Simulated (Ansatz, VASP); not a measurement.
## Two plane-wave programs on SnTe

```
Te Sn
1.0
     0.00000    3.15085    3.15085
     3.15085    0.00000    3.15085
     3.15085    3.15085    0.00000
Te Sn
1 1
Direct
  0.50000 0.50000 0.50000
  0.00000 0.00000 0.00000
```

Alike in both runs: task relaxation of cell and atoms; functional LDA; k mesh 7 × 7 × 7; occupations fermi-dirac, width 0.05 eV; no spin polarisation.

```csv
,VASP,Ansatz
version,VASP 6.6.1,Ansatz 0.2.0
potentials or method,"VASP PAW LDA potentials, release 64 (Te, Sn_d)",Ansatz PAW
plane-wave cutoff (eV),600,420
valence electrons in the cell,20,30
```

```tsv
	VASP	Ansatz	Ansatz less VASP
relaxed volume (Å³/atom)	30.30	30.27	-0.034
relaxed cell length with the largest relative difference (Å)	4.409	4.407	-0.0016
```

LDA's correlation is that of Perdew and Zunger in VASP and of Perdew and Wang (1992) in Ansatz. VASP's potentials hold 20 valence electrons a cell and Ansatz's 30, so a difference there can come from the potentials and not from the codes.

Neither program's run includes spin-orbit coupling. Noted on Ansatz's run: the plane-wave basis is chosen anew once the cell has moved, so the energies of steps on either side of that aren't comparable.
